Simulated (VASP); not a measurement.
# Zr (Fm-3m) in VASP: further runs, part 2 of 2

VASP 6.6.1. Earlier steps stand in the parts before.

### Step 3. Single point, PBE exchange alone

Contents of INCAR:

```
SYSTEM = Zr
AGGAC = 0.0
ALDAC = 0.0
ALGO = Normal
EDIFF = 1E-6
ENCUT = 520
GGA = PE
ISIF = 2
ISMEAR = 1
LASPH = .TRUE.
LCHARG = .TRUE.
LELF = .TRUE.
LREAL = .FALSE.
LVHAR = .TRUE.
LWAVE = .FALSE.
NBANDS = 12
NELM = 100
PREC = Accurate
SIGMA = 0.025
```

Contents of KPOINTS:

```
k-points
0
G
  10 10 10
  0 0 0
```

Contents of POSCAR:

```
Zr
1.0
    0.0000000000      2.2550000000      2.2550000000
    2.2550000000      0.0000000000      2.2550000000
    2.2550000000      2.2550000000      0.0000000000
Zr
1
Direct
    0.0000000000      0.0000000000      0.0000000000
```

Potentials or basis: VASP PAW PBE potentials, release 64 (Zr_sv).

On the command line:

```console
$ cat potpaw_PBE.64/Zr_sv/POTCAR > POTCAR
$ mpirun -np 1 vasp_std > vasp.out
```

OUTCAR:

```text
SYSTEM = Zr
   EDIFF = 1E-6
   ENCUT = 520
   GGA = PE
   ISIF = 2
   ISMEAR = 1
   LASPH = .TRUE.
   LREAL = .FALSE.
   NELM = 100
   PREC = Accurate

 ion  position               nearest neighbor table
   1  0.000  0.000  0.000-

  LATTYP: Found a face centered cubic cell.
 ALAT       =     4.5100000000

  Lattice vectors:

 A1 = (   0.0000000000,   2.2550000000,   2.2550000000)
 A2 = (   2.2550000000,   0.0000000000,   2.2550000000)
 A3 = (   2.2550000000,   2.2550000000,   0.0000000000)

Analysis of symmetry for initial positions (statically):
=====================================================================
 Subroutine PRICEL returns:
 Original cell was already a primitive cell.

 Routine SETGRP: Setting up the symmetry group for a
 face centered cubic supercell.

 Subroutine GETGRP returns: Found 48 space group operations
 (whereof 48 operations were pure point group operations)
 out of a pool of 48 trial point group operations.

The static configuration has the point symmetry O_h .

Analysis of symmetry for dynamics (positions and initial velocities):
=====================================================================
 Subroutine PRICEL returns:
 Original cell was already a primitive cell.

 Routine SETGRP: Setting up the symmetry group for a
 face centered cubic supercell.

 Subroutine GETGRP returns: Found 48 space group operations
 (whereof 48 operations were pure point group operations)
 out of a pool of 48 trial point group operations.

The dynamic configuration has the point symmetry O_h .

 Subroutine INISYM returns: Found 48 space group operations
 (whereof 48 operations are pure point group operations),
 and found     1 'primitive' translations

----------------------------------------------------------------------------------------

                                     Primitive cell

  volume of cell :      22.9335

  direct lattice vectors                    reciprocal lattice vectors
     0.000000000  2.255000000  2.255000000    -0.221729490  0.221729490  0.221729490
     2.255000000  0.000000000  2.255000000     0.221729490 -0.221729490  0.221729490
     2.255000000  2.255000000  0.000000000     0.221729490  0.221729490 -0.221729490

  length of vectors
     3.189051583  3.189051583  3.189051583     0.384046742  0.384046742  0.384046742

  position of ions in fractional coordinates (direct lattice)
     0.000000000  0.000000000  0.000000000

  ion indices of the primitive-cell ions
   primitive index   ion index
                 1           1

----------------------------------------------------------------------------------------

 KPOINTS: k-points

Automatic generation of k-mesh.
 Grid dimensions read from file:
 generate k-points for:   10   10   10

 Generating k-lattice:

  Cartesian coordinates                     Fractional coordinates (reciprocal lattice)
    -0.022172949  0.022172949  0.022172949     0.100000000  0.000000000  0.000000000
     0.022172949 -0.022172949  0.022172949     0.000000000  0.100000000  0.000000000
     0.022172949  0.022172949 -0.022172949     0.000000000  0.000000000  0.100000000

  Length of vectors
     0.038404674  0.038404674  0.038404674

  Shift w.r.t. Gamma in fractional coordinates (k-lattice)
     0.000000000  0.000000000  0.000000000

 Subroutine IBZKPT returns following result:
 ===========================================

 Found     47 irreducible k-points:

 Following reciprocal coordinates:
            Coordinates               Weight
  0.000000  0.000000  0.000000      1.000000
  0.100000  0.000000  0.000000      8.000000
  0.200000  0.000000  0.000000      8.000000
  0.300000  0.000000  0.000000      8.000000
  0.400000  0.000000  0.000000      8.000000
  0.500000  0.000000  0.000000      4.000000
[... 16 lines left out ...]
  0.300000  0.300000  0.000000      6.000000
  0.400000  0.300000  0.000000     24.000000
 [... further k-points ...]
   k-points           NKPTS =     47   k-points in BZ     NKDIM =     47   number of bands    NBANDS=     12
   number of dos      NEDOS =    301   number of ions     NIONS =      1
   total plane-waves  NPLWV =  13824
   dimension x,y,z NGX =    24 NGY =   24 NGZ =   24
   dimension x,y,z NGXF=    48 NGYF=   48 NGZF=   48
   ions per type =               1
   NGX,Y,Z   is equivalent  to a cutoff of  12.51, 12.51, 12.51 a.u.
   NGXF,Y,Z  is equivalent  to a cutoff of  25.02, 25.02, 25.02 a.u.
 SYSTEM =  Zr
   PREC   = accura    normal or accurate (medium, high low for compatibility)
   ISTART =      0    job   : 0-new  1-cont  2-samecut
   ICHARG =      2    charge: 1-file 2-atom 10-const
   ISPIN  =      1    spin polarized calculation?
   LNONCOLLINEAR =      F non collinear calculations
   LSORBIT =      F    spin-orbit coupling
   LASPH  =      T    aspherical Exc in radial PAW
   ENCUT  =  520.0 eV  38.22 Ry    6.18 a.u.   5.93  5.93  5.93*2*pi/ulx,y,z
   NELM   =    100;   NELMIN=  2; NELMDL= -5     # of ELM steps
   EDIFF  = 0.1E-05   stopping-criterion for ELM
   LREAL  =      F    real-space projection
[... 7 lines left out ...]
   TEBEG  =    0.0;   TEEND  =   0.0 temperature during run
   PSTRESS=    0.0 pullay stress
   NELECT =      12.0000    total number of electrons
   NUPDOWN=      -1.0000    fix difference up-down
   EMIN   =  10.00;   EMAX   =-10.00  energy-range for DOS
   EFERMI =   0.00;   METHOD = LEGACY
   ISMEAR =     1;   SIGMA  =   0.03  broadening in eV -4-tet -1-fermi 0-gaus
   EFERMI_NEDOS =   21; number of points for ismear=-14 and -15
   IALGO  =     38    algorithm
   IMIX   =      4    mixing-type and parameters
     AMIX     =   0.40;   BMIX     =  1.00
     AMIX_MAG =   1.60;   BMIX_MAG =  1.00
  volume/ion in A,a.u.               =      22.93       154.76
  Fermi-wavevector in a.u.,A,eV,Ry     =   1.319204  2.492935 23.678216  1.740300
  Thomas-Fermi vector in A             =   2.449119
   LORBIT       =      0    0 simple, 1 ext, 2 COOP (PROOUT), +10 PAW based schemes
   GGA     = PE    functional components
   LHFCALC =     F    Hartree Fock is set to
   AEXX    =    0.0000 exact exchange contribution
   IVDW    =     0    specifies the selected vdW correction
   LEPSILON=     F    determine dielectric tensor
   LRPA    =     F    only Hartree local field effects (RPA)
 non-spin polarized calculation
 Methfessel and Paxton  Order N= 1 SIGMA  =   0.03
  energy-cutoff  :      520.00
  volume of cell :       22.93
 maximum number of plane-waves:       636
   NGX = 11   NGY = 11   NGZ = 11

 number of electron      12.0000000 magnetization

 Free energy of the ion-electron system (eV)
  ---------------------------------------------------
  ext. energy  EPLUGINS =         0.00000000
  ---------------------------------------------------
  free energy    TOTEN  =        -6.29936564 eV

  energy without entropy =       -6.29940840  energy(sigma->0) =       -6.29937989

 E-fermi :  10.6451     XC(G=0):  -9.5270

 val. band max:       10.6310588238   @ k =  -0.3000   0.2000   0.0000
 cond. band min:      10.6739283469   @ k =   0.2000   0.1000   0.0000
 fundamental gap:      0.0428695230
 Fermi energy:        10.6450703140

 k-point     1 :       0.0000    0.0000    0.0000
  band No.  band energies     occupation
      1     -37.9897      2.00000
      2     -15.5126      2.00000
      3     -15.5126      2.00000
      4     -15.5126      2.00000
      5       5.1678      2.00000
      6      11.6163      0.00000
      7      11.6163      0.00000
      8      11.6163      0.00000
      9      14.0597      0.00000
     10      14.0597      0.00000
     11      21.1874      0.00000
     12      25.5047      0.00000

 k-point     2 :       0.1000    0.0000    0.0000
  band No.  band energies     occupation
      1     -37.9756      2.00000
      2     -15.6150      2.00000
      3     -15.5252      2.00000
      4     -15.5252      2.00000
      5       5.4907      2.00000
      6      11.3355      0.00000
      7      11.7609      0.00000
      8      11.7609      0.00000
      9      13.9237      0.00000
     10      13.9237      0.00000
     11      21.8575      0.00000
     12      24.3115      0.00000
[... 316 lines left out ...]
 k-point    24 :       0.4000    0.3000    0.0000
  band No.  band energies     occupation
      1     -37.8300      2.00000
      2     -16.2815      2.00000
      3     -15.8209      2.00000
      4     -15.7877      2.00000
      5       8.0694      2.00000
      6       9.0285      2.00000
      7      11.7952      0.00000
      8      14.0863      0.00000
      9      15.1271      0.00000
     10      15.7418      0.00000
     11      22.4069      0.00000
     12      23.5593      0.00000

 [... further k-points ...]

------------------------ aborting loop because EDIFF is reached ----------------------------------------

  FORCE on cell =-STRESS in cart. coord.  units (eV):
  Direction    XX          YY          ZZ          XY          YZ          ZX
  --------------------------------------------------------------------------------------
  -------------------------------------------------------------------------------------
  Total        1.9143525      1.9143525      1.9143525      0.0000000     -0.0000000      0.0000000
  in kB      133.7404726    133.7404726    133.7404726      0.0000000     -0.0000000      0.0000000
  external PRESSURE =     133.7404726 kB  Pullay stress =       0.0000000 kB

 VOLUME and BASIS-vectors are now :
 -----------------------------------------------------------------------------
  energy-cutoff  :      520.00
  volume of cell :       22.93
      direct lattice vectors                 reciprocal lattice vectors
     0.000000000  2.255000000  2.255000000    -0.221729490  0.221729490  0.221729490
     2.255000000  0.000000000  2.255000000     0.221729490 -0.221729490  0.221729490
     2.255000000  2.255000000  0.000000000     0.221729490  0.221729490 -0.221729490

 POSITION                                       TOTAL-FORCE (eV/Angst)
 -----------------------------------------------------------------------------------
      0.00000      0.00000      0.00000        -0.000000     -0.000000      0.000000
 -----------------------------------------------------------------------------------
    total drift:                               -0.000000      0.000000      0.000000

  FREE ENERGIE OF THE ION-ELECTRON SYSTEM (eV)
  ---------------------------------------------------
  free  energy   TOTEN  =        -6.2993656371 eV

  energy  without entropy=       -6.2994084021  energy(sigma->0) =       -6.29937989
```

OSZICAR:

```text
N       E                     dE             d eps       ncg     rms          rms(c)
DAV:   1     0.878657572325E+02    0.87866E+02   -0.69674E+03  1136   0.100E+03
DAV:   2    -0.341107217369E+01   -0.91277E+02   -0.88401E+02  1312   0.264E+02
DAV:   3    -0.650876551483E+01   -0.30977E+01   -0.30528E+01  1712   0.417E+01
DAV:   4    -0.658078565368E+01   -0.72020E-01   -0.71994E-01  1296   0.607E+00
DAV:   5    -0.658238132462E+01   -0.15957E-02   -0.15957E-02  1632   0.670E-01    0.107E+01
DAV:   6    -0.633199612522E+01    0.25039E+00   -0.35704E-01  1228   0.563E+00    0.427E+00
DAV:   7    -0.629445829714E+01    0.37538E-01   -0.18356E-01  1316   0.388E+00    0.680E-01
DAV:   8    -0.629930378498E+01   -0.48455E-02   -0.12830E-02  1372   0.125E+00    0.433E-02
DAV:   9    -0.629936177671E+01   -0.57992E-04   -0.39834E-04  1472   0.156E-01    0.365E-02
DAV:  10    -0.629936694852E+01   -0.51718E-05   -0.19825E-05  1316   0.427E-02    0.130E-02
DAV:  11    -0.629936580658E+01    0.11419E-05   -0.11502E-05  1624   0.241E-02    0.790E-03
DAV:  12    -0.629936563711E+01    0.16947E-06   -0.34523E-07   768   0.681E-03
   1 F= -.62993656E+01 E0= -.62993799E+01  d E =0.427650E-04
```

stdout:

```text
POSCAR found type information on POSCAR Zr
 POSCAR found :  1 types and       1 ions
 scaLAPACK will be used
 LDA part: xc-table for (Slater+PW92), standard interpolation
 POSCAR, INCAR and KPOINTS ok, starting setup
 FFT: planning ... GRIDC
 FFT: planning ... GRID_SOFT
 FFT: planning ... GRID
 WAVECAR not read
 entering main loop
```

Wall time 4.3 s (1 thread of Intel Xeon 6975P-C (Granite Rapids), shared host); peak memory 0.13 GiB.

What came out:

| Quantity | Value |
| --- | --- |
| Free energy | -6.2994 eV |
| Pressure | 13.4 GPa |
| Band gap on the k mesh | zero (bands 6 and 7 overlap by 1.26 eV) |

Caveat: the cell stands under pressure.

### Step 4. Single point, revPBE+D4, non-collinear spin, zero start, spin-orbit coupling

This run uses another cell than the first one, of 21.56 Å³/atom.

Contents of INCAR:

```
SYSTEM = Zr
PREC     = Accurate       ! precision mode
ENCUT    = 520            ! plane-wave cutoff, eV
EDIFF    = 1E-6           ! SCF threshold, eV
ISMEAR   = 1              ! smearing method
SIGMA    = 0.1            ! smearing width, eV
LREAL    = .False.        ! projectors in reciprocal space
LASPH    = .True.         ! aspherical terms in the spheres
NELM     = 150            ! most SCF steps
ALGO     = Normal         ! electronic algorithm
ISIF     = 2              ! what is computed and relaxed
LWAVE    = .False.        ! write WAVECAR
LCHARG   = .False.        ! write CHGCAR
LNONCOLLINEAR= .True.         ! non-collinear magnetism
MAGMOM   = 0 0 0          ! initial moments
LORBIT   = 11             ! projections on sites
LSORBIT  = .True.         ! spin-orbit coupling
GGA_COMPAT= .False.      
LORBMOM  = .True.       
LMAXMIX  = 4              ! l up to which the mixer works
GGA      = RE             ! functional
IVDW     = 13             ! dispersion correction
NBANDS   = 23             ! bands
```

Contents of KPOINTS:

```
regular mesh
0
Gamma
  10 10 10
  0 0 0
```

Contents of POSCAR:

```
Zr
1.0
    0.0000000000      2.2089666752      2.2089666752
    2.2089666752      0.0000000000      2.2089666752
    2.2089666752      2.2089666752      0.0000000000
Zr
1
Direct
    0.0000000000      0.0000000000      0.0000000000
```

On the command line:

```console
$ cat potpaw_PBE.64/Zr_sv/POTCAR > POTCAR
$ mpirun -np 1 vasp_ncl > vasp.out
```

It took 20 s on 1 thread of Intel Xeon 6975P-C (Granite Rapids), shared host; peak memory 0.21 GiB.

The run converged. Its results:

- Free energy: -8.4559 eV
- Pressure: 6.9 GPa
- Net moment: 0.00 μB per cell
- Valence electrons inside the program's atomic spheres: Zr 9.93
- Dispersion energy per atom: -0.302 eV

Moments on the atoms (μB; x, y, z):
```
Zr  0.00 0.00 0.00
```

Caveat: the cell stands under pressure; the PAW data sets were made with another functional, which shifts forces and pressure a little.

### Step 5. The runs side by side

```csv
level,spin,cell,smearing,gap on the mesh (eV),pressure (GPa)
PBE,off,"a = 3.189 Å, angles 60.0°, 1 atom",gaussian 0.05 eV,none,1.3
PBE exchange alone,off,"a = 3.189 Å, angles 60.0°, 1 atom",methfessel-paxton 0.025 eV,none,13.4
revPBE+D4,"non-collinear, zero start, SOC","a = 3.124 Å, angles 60.0°, 1 atom",methfessel-paxton 0.1 eV,-,6.9
```

Alike in all rows: task single point; potentials or basis VASP PAW PBE potentials, release 64 (Zr_sv); k mesh 10 × 10 × 10; cutoff (eV) 520.

Caveats: the cell stands under pressure (at least some runs); the PAW data sets were made with another functional, which shifts forces and pressure a little (at least some runs).

Absolute energies hang on the potentials; compare differences alone.

The gap in the log of VASP goes by the Fermi energy; the results here count the filled bands.